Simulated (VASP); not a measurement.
# Ti (Pm-3m) in VASP: further runs

Runs on Ti. Level: PBE. Tasks: single point.

All numbers are computed with VASP 6.6.1; they aren't measurements. Logs are shortened: lines on timing, memory, paths and dates and some standing lists are left out, and cuts for length are marked.

### Step 1. The cell of the first run

It takes space group Pm-3m (No. 221, cubic). Conventional cell: a = 2.535 Å, b = 2.535 Å, c = 2.535 Å, α = 90.00°, β = 90.00°, γ = 90.00°. Ti (site symmetry m-3m) has 6 Ti at 2.53 Å within 3.3 Å.

### Step 2. Single point, PBE, collinear spin, ferromagnetic start (volume scaled by 0.88)

Contents of INCAR:

```
SYSTEM = Ti
PREC = Accurate ; ENCUT = 520
EDIFF = 1E-6 ; ISMEAR = -1
SIGMA = 0.05 ; LREAL = .False.
LASPH = .True. ; NELM = 150
ALGO = Normal ; ISIF = 2
LWAVE = .False. ; LCHARG = .True.
ISPIN = 2 ; MAGMOM = 0.173
LORBIT = 11 ; LMAXMIX = 4
GGA = PE ; LELF = .True.
LVHAR = .True. ; NBANDS = 16
```

Contents of KPOINTS:

```
regular mesh
0
Gamma
  13 13 13
  0 0 0
```

Contents of POSCAR:

```
Ti
1.0
    2.5347558666      0.0000000000      0.0000000000
    0.0000000000      2.5347558666      0.0000000000
    0.0000000000      0.0000000000      2.5347558666
Ti
1
Direct
    0.0000000000      0.0000000000      0.0000000000
```

Potentials or basis: VASP PAW PBE potentials, release 64 (Ti_sv).

Started as:

```console
$ cat potpaw_PBE.64/Ti_sv/POTCAR > POTCAR
$ mpirun -np 1 vasp_std > vasp.out
```

OUTCAR:

```text
SYSTEM = Ti
   PREC = Accurate
   ENCUT = 520
   EDIFF = 1E-6
   ISMEAR = -1
   LREAL = .False.
   LASPH = .True.
   NELM = 150
   ISIF = 2
   ISPIN = 2
   LORBIT = 11
   GGA = PE

 ion  position               nearest neighbor table
   1  0.000  0.000  0.000-

  LATTYP: Found a simple cubic cell.
 ALAT       =     2.5347558666

  Lattice vectors:

 A1 = (   2.5347558666,   0.0000000000,   0.0000000000)
 A2 = (   0.0000000000,   2.5347558666,   0.0000000000)
 A3 = (   0.0000000000,   0.0000000000,   2.5347558666)

Analysis of symmetry for initial positions (statically):
=====================================================================
 Subroutine PRICEL returns:
 Original cell was already a primitive cell.

 Routine SETGRP: Setting up the symmetry group for a
 simple cubic supercell.

 Subroutine GETGRP returns: Found 48 space group operations
 (whereof 48 operations were pure point group operations)
 out of a pool of 48 trial point group operations.

The static configuration has the point symmetry O_h .

Analysis of symmetry for dynamics (positions and initial velocities):
=====================================================================
 Subroutine PRICEL returns:
 Original cell was already a primitive cell.

 Routine SETGRP: Setting up the symmetry group for a
 simple cubic supercell.

 Subroutine GETGRP returns: Found 48 space group operations
 (whereof 48 operations were pure point group operations)
 out of a pool of 48 trial point group operations.

The dynamic configuration has the point symmetry O_h .

Analysis of structural, dynamic, and magnetic symmetry:
=====================================================================
 Subroutine PRICEL returns:
 Original cell was already a primitive cell.

 Routine SETGRP: Setting up the symmetry group for a
 simple cubic supercell.

 Subroutine GETGRP returns: Found 48 space group operations
 (whereof 48 operations were pure point group operations)
 out of a pool of 48 trial point group operations.

The overall configuration has the point symmetry O_h .

 Subroutine INISYM returns: Found 48 space group operations
 (whereof 48 operations are pure point group operations),
 and found     1 'primitive' translations

----------------------------------------------------------------------------------------

                                     Primitive cell

  volume of cell :      16.2858

  direct lattice vectors                    reciprocal lattice vectors
     2.534755867  0.000000000  0.000000000     0.394515311  0.000000000  0.000000000
     0.000000000  2.534755867  0.000000000     0.000000000  0.394515311  0.000000000
     0.000000000  0.000000000  2.534755867     0.000000000  0.000000000  0.394515311

  length of vectors
     2.534755867  2.534755867  2.534755867     0.394515311  0.394515311  0.394515311

  position of ions in fractional coordinates (direct lattice)
     0.000000000  0.000000000  0.000000000

  ion indices of the primitive-cell ions
   primitive index   ion index
                 1           1

----------------------------------------------------------------------------------------

 KPOINTS: regular mesh

Automatic generation of k-mesh.
 Grid dimensions read from file:
 generate k-points for:   13   13   13

 Generating k-lattice:

  Cartesian coordinates                     Fractional coordinates (reciprocal lattice)
     0.030347332  0.000000000  0.000000000     0.076923077  0.000000000  0.000000000
     0.000000000  0.030347332  0.000000000     0.000000000  0.076923077  0.000000000
     0.000000000  0.000000000  0.030347332     0.000000000  0.000000000  0.076923077

  Length of vectors
     0.030347332  0.030347332  0.030347332

  Shift w.r.t. Gamma in fractional coordinates (k-lattice)
     0.000000000  0.000000000  0.000000000

 Subroutine IBZKPT returns following result:
 ===========================================

 Found     84 irreducible k-points:

 Following reciprocal coordinates:
            Coordinates               Weight
  0.000000  0.000000  0.000000      1.000000
  0.076923  0.000000  0.000000      6.000000
  0.153846  0.000000  0.000000      6.000000
  0.230769  0.000000  0.000000      6.000000
  0.307692  0.000000  0.000000      6.000000
  0.384615  0.000000  0.000000      6.000000
[... 16 lines left out ...]
  0.307692  0.307692  0.000000     12.000000
  0.384615  0.307692  0.000000     24.000000
 [... further k-points ...]
   k-points           NKPTS =     84   k-points in BZ     NKDIM =     84   number of bands    NBANDS=     16
   number of dos      NEDOS =    301   number of ions     NIONS =      1
   total plane-waves  NPLWV =   8000
   dimension x,y,z NGX =    20 NGY =   20 NGZ =   20
   dimension x,y,z NGXF=    40 NGYF=   40 NGZF=   40
   ions per type =               1
   NGX,Y,Z   is equivalent  to a cutoff of  13.12, 13.12, 13.12 a.u.
   NGXF,Y,Z  is equivalent  to a cutoff of  26.23, 26.23, 26.23 a.u.
 SYSTEM =  Ti
   PREC   = accura    normal or accurate (medium, high low for compatibility)
   ISTART =      0    job   : 0-new  1-cont  2-samecut
   ICHARG =      2    charge: 1-file 2-atom 10-const
   ISPIN  =      2    spin polarized calculation?
   LNONCOLLINEAR =      F non collinear calculations
   LSORBIT =      F    spin-orbit coupling
   LASPH  =      T    aspherical Exc in radial PAW
   ENCUT  =  520.0 eV  38.22 Ry    6.18 a.u.   4.71  4.71  4.71*2*pi/ulx,y,z
   NELM   =    150;   NELMIN=  2; NELMDL= -5     # of ELM steps
   EDIFF  = 0.1E-05   stopping-criterion for ELM
   LREAL  =      F    real-space projection
   EDIFFG = 0.1E-04   stopping-criterion for IOM
   NSW    =      0    number of steps for IOM
   IBRION =     -1    ionic relax: 0-MD 1-quasi-New 2-CG
   NFREE  =      0    steps in history (QN), initial steepest desc. (CG)
   ISIF   =      2    stress and relaxation
   ISYM   =      2    0-nonsym 1-usesym 2-fastsym
   POTIM  = 0.5000    time-step for ionic-motion
   TEBEG  =    0.0;   TEEND  =   0.0 temperature during run
   PSTRESS=    0.0 pullay stress
   NELECT =      12.0000    total number of electrons
   NUPDOWN=      -1.0000    fix difference up-down
   EMIN   =  10.00;   EMAX   =-10.00  energy-range for DOS
   EFERMI =   0.00;   METHOD = LEGACY
   ISMEAR =    -1;   SIGMA  =   0.05  broadening in eV -4-tet -1-fermi 0-gaus
   EFERMI_NEDOS =   21; number of points for ismear=-14 and -15
   IALGO  =     38    algorithm
   IMIX   =      4    mixing-type and parameters
     AMIX     =   0.40;   BMIX     =  1.00
     AMIX_MAG =   1.60;   BMIX_MAG =  1.00
  volume/ion in A,a.u.               =      16.29       109.90
  Fermi-wavevector in a.u.,A,eV,Ry     =   1.478651  2.794246 29.747910  2.186410
  Thomas-Fermi vector in A             =   2.592906
   LORBIT       =     11    0 simple, 1 ext, 2 COOP (PROOUT), +10 PAW based schemes
   GGA     = PE    functional components
   LHFCALC =     F    Hartree Fock is set to
   AEXX    =    0.0000 exact exchange contribution
   IVDW    =     0    specifies the selected vdW correction
   LEPSILON=     F    determine dielectric tensor
   LRPA    =     F    only Hartree local field effects (RPA)
 spin polarized calculation
  energy-cutoff  :      520.00
  volume of cell :       16.29
 maximum number of plane-waves:       461
 NGX is ok and might be reduce to    20
   NGX =  9   NGY =  9   NGZ =  9

 number of electron      12.0000007 magnetization       0.3538037

 Free energy of the ion-electron system (eV)
  ---------------------------------------------------
  ext. energy  EPLUGINS =         0.00000000
  ---------------------------------------------------
  free energy    TOTEN  =        -6.93492885 eV

  energy without entropy =       -6.92029131  energy(sigma->0) =       -6.92761008

 E-fermi :   8.8529     XC(G=0): -11.6941

 val. band max:        8.8494433187   @ k =   0.3846   0.0000   0.0000
 cond. band min:       8.8548267775   @ k =   0.2308   0.1538   0.0000
 fundamental gap:      0.0053834588
 Fermi energy:         8.8528894499

 spin component 1

 k-point     1 :       0.0000    0.0000    0.0000
  band No.  band energies     occupation
      1     -47.7417      1.00000
      2     -23.3252      1.00000
      3     -23.3252      1.00000
      4     -23.3252      1.00000
      5       2.7628      1.00000
      6       7.0871      1.00000
[... 8 lines left out ...]
     15      30.7195      0.00000
     16      33.3192      0.00000

 k-point     2 :       0.0769    0.0000    0.0000
  band No.  band energies     occupation
      1     -47.7308      1.00000
      2     -23.3997      1.00000
      3     -23.3188      1.00000
      4     -23.3188      1.00000
      5       2.9338      1.00000
      6       7.1302      1.00000
[... 8 lines left out ...]
     15      31.3409      0.00000
     16      34.1702      0.00000
[... 387 lines left out ...]
      5       6.2125      1.00000
      6       7.9844      1.00000
[... 8 lines left out ...]
     15      32.1567      0.00000
     16      35.6005      0.00000

 k-point    24 :       0.3846    0.3077    0.0000
  band No.  band energies     occupation
      1     -47.4480      1.00000
      2     -24.2831      1.00000
      3     -24.0238      1.00000
      4     -23.1571      1.00000
      5       6.3048      1.00000
      6       8.0384      1.00000
[... 8 lines left out ...]
     15      33.0459      0.00000
     16      35.0218      0.00000

 [... further k-points ...]

 spin component 2

 k-point     1 :       0.0000    0.0000    0.0000
  band No.  band energies     occupation
      1     -47.5048      1.00000
      2     -23.0939      1.00000
      3     -23.0939      1.00000
      4     -23.0939      1.00000
      5       2.9843      1.00000
      6       7.4802      1.00000
[... 8 lines left out ...]
     15      30.9867      0.00000
     16      33.5156      0.00000

 k-point     2 :       0.0769    0.0000    0.0000
  band No.  band energies     occupation
      1     -47.4940      1.00000
      2     -23.1678      1.00000
      3     -23.0876      1.00000
      4     -23.0876      1.00000
      5       3.1552      1.00000
      6       7.5238      1.00000
[... 8 lines left out ...]
     15      31.6000      0.00000
     16      34.3664      0.00000
[... 387 lines left out ...]
      5       6.4045      1.00000
      6       8.3327      0.99997
[... 8 lines left out ...]
     15      32.3065      0.00000
     16      35.9927      0.00000

 k-point    24 :       0.3846    0.3077    0.0000
  band No.  band energies     occupation
      1     -47.2134      1.00000
      2     -24.0421      1.00000
      3     -23.7847      1.00000
      4     -22.9259      1.00000
      5       6.4773      1.00000
      6       8.4034      0.99988
[... 8 lines left out ...]
     15      33.1785      0.00000
     16      35.4157      0.00000

 [... further k-points ...]
[... 5 lines left out ...]
  --------------------------------------------------------------------------------------
  -------------------------------------------------------------------------------------
  Total        1.2400799      1.2400799      1.2400799     -0.0000000     -0.0000000      0.0000000
  in kB      121.9977592    121.9977592    121.9977592     -0.0000000     -0.0000000      0.0000000
  external PRESSURE =     121.9977592 kB  Pullay stress =       0.0000000 kB

 VOLUME and BASIS-vectors are now :
 -----------------------------------------------------------------------------
  energy-cutoff  :      520.00
  volume of cell :       16.29
      direct lattice vectors                 reciprocal lattice vectors
     2.534755867  0.000000000  0.000000000     0.394515311  0.000000000  0.000000000
     0.000000000  2.534755867  0.000000000     0.000000000  0.394515311  0.000000000
     0.000000000  0.000000000  2.534755867     0.000000000  0.000000000  0.394515311

 POSITION                                       TOTAL-FORCE (eV/Angst)
 -----------------------------------------------------------------------------------
      0.00000      0.00000      0.00000         0.000000      0.000000      0.000000
 -----------------------------------------------------------------------------------
    total drift:                               -0.000000      0.000000      0.000000

  FREE ENERGIE OF THE ION-ELECTRON SYSTEM (eV)
  ---------------------------------------------------
  free  energy   TOTEN  =        -6.9349288530 eV

  energy  without entropy=       -6.9202913090  energy(sigma->0) =       -6.92761008

 total charge

# of ion       s       p       d       tot
------------------------------------------
    1        2.264   6.084   2.168  10.517

 magnetization (x)

# of ion       s       p       d       tot
------------------------------------------
    1        0.014   0.019   0.250   0.283
```

Wall time 18 s (1 thread of Intel Xeon 6975P-C (Granite Rapids), shared host); peak memory 0.15 GiB.

Results:

```
Free energy                                           : -6.9349 eV
Pressure                                              : 12.2 GPa
Net moment                                            : 0.35 μB per cell
Site moments                                          : Ti +0.28 μB
Valence electrons inside the program's atomic spheres : Ti 10.52
```

### Step 3. Single point, PBE, collinear spin, ferromagnetic start (volume scaled by 0.92)

Contents of INCAR:

```
SYSTEM = Ti
ALGO = Normal
EDIFF = 1E-7
ENCUT = 520
GGA = PE
ISIF = 2
ISMEAR = -1
ISPIN = 2
LASPH = .TRUE.
LCHARG = .FALSE.
LMAXMIX = 4
LORBIT = 11
LREAL = .FALSE.
LWAVE = .FALSE.
MAGMOM = 0.173
NBANDS = 16
NELM = 150
PREC = Accurate
SIGMA = 0.05
```

Contents of KPOINTS:

```
k-points
0
G
  13 13 13
  0 0 0
```

Contents of POSCAR:

```
Ti
1.0
    2.5725936221      0.0000000000      0.0000000000
    0.0000000000      2.5725936221      0.0000000000
    0.0000000000      0.0000000000      2.5725936221
Ti
1
Direct
    0.0000000000      0.0000000000      0.0000000000
```

Potentials or basis: VASP PAW PBE potentials, release 64 (Ti_sv).

Started as:

```console
$ cat potpaw_PBE.64/Ti_sv/POTCAR > POTCAR
$ mpirun -np 1 vasp_std > vasp.out
```

It took 20 s on 1 thread of Intel Xeon 6975P-C (Granite Rapids), shared host; peak memory 0.15 GiB.

The run converged. Its results:

```yaml
Free_energy: -6.9798 eV
Pressure: 7.2 GPa
Net_moment: 0.36 μB per cell
Site_moments: Ti +0.28 μB
Valence_electrons_inside_the_program's_atomic_spheres: Ti 10.46
```

Levels at points of the mesh, in eV from the Fermi level:
Spin up:
```tsv
k point	band 3	band 4	band 5	band 6	band 7	band 8	band 9	band 10
(0.00, 0.00, 0.00)	-32.29	-32.29	-6.00	-1.66	-1.66	4.16	4.16	4.16
```
Spin down:
```tsv
k point	band 4	band 5	band 6	band 7	band 8	band 9
(0.00, 0.00, 0.00)	-32.06	-5.78	-1.26	-1.26	4.31	4.31
```

### Step 4. Single point, PBE, collinear spin, ferromagnetic start (volume scaled by 0.96)

Contents of INCAR:

```
  PREC = Accurate
  ENCUT = 520
  EDIFF = 1E-6
  ISMEAR = -1
  SIGMA = 0.05
  LREAL = F
  LASPH = T
  NELM = 150
  ALGO = Normal
  ISIF = 2
  LWAVE = F
  LCHARG = F
  ISPIN = 2
  MAGMOM = 0.173
  LORBIT = 11
  LMAXMIX = 4
  GGA = PE
  NBANDS = 16
```

Contents of KPOINTS:

```
regular mesh
0
Gamma
  13 13 13
```

Contents of POSCAR:

```
Ti
1.0
    2.6093499255      0.0000000000      0.0000000000
    0.0000000000      2.6093499255      0.0000000000
    0.0000000000      0.0000000000      2.6093499255
Ti
1
Direct
    0.0000000000      0.0000000000      0.0000000000
```

Started as:

```console
$ cat potpaw_PBE.64/Ti_sv/POTCAR > POTCAR
$ mpirun -np 1 vasp_std > vasp.out
```

Wall time 22 s (1 thread of Intel Xeon 6975P-C (Granite Rapids), shared host); peak memory 0.15 GiB.

The run converged. Its results:

| Property | Result |
| --- | --- |
| Free energy | -7.0036 eV |
| Pressure | 3.1 GPa |
| Net moment | 0.37 μB per cell |
| Site moments | Ti +0.29 μB |
| Valence electrons inside the program's atomic spheres | Ti 10.41 |

Levels at points of the mesh, in eV from the Fermi level:
Spin up:
```
           k point  band 4  band 5  band 6  band 7  band 8  band 9
(0.00, 0.00, 0.00)  -32.40   -5.91   -1.57   -1.57    3.97    3.97
```
Spin down:
```tsv
k point	band 2	band 3	band 4	band 5	band 6	band 7	band 8	band 9	band 10	band 11
(0.00, 0.00, 0.00)	-32.16	-32.16	-32.16	-5.69	-1.16	-1.16	4.12	4.12	4.12	16.14
```

### Step 5. Summary

| cell | gap on the mesh (eV) | pressure (GPa) | moment (μB) |
| --- | --- | --- | --- |
| a = 2.535 Å, 1 atom | none | 12.2 | 0.35 |
| a = 2.573 Å, 1 atom | none | 7.2 | 0.36 |
| a = 2.609 Å, 1 atom | none | 3.1 | 0.37 |

Alike in all rows: task single point; level PBE; potentials or basis VASP PAW PBE potentials, release 64 (Ti_sv); spin collinear, ferromagnetic start; k mesh 13 × 13 × 13; cutoff (eV) 520; smearing fermi-dirac 0.05 eV.

Absolute energies hang on the potentials; compare differences alone.
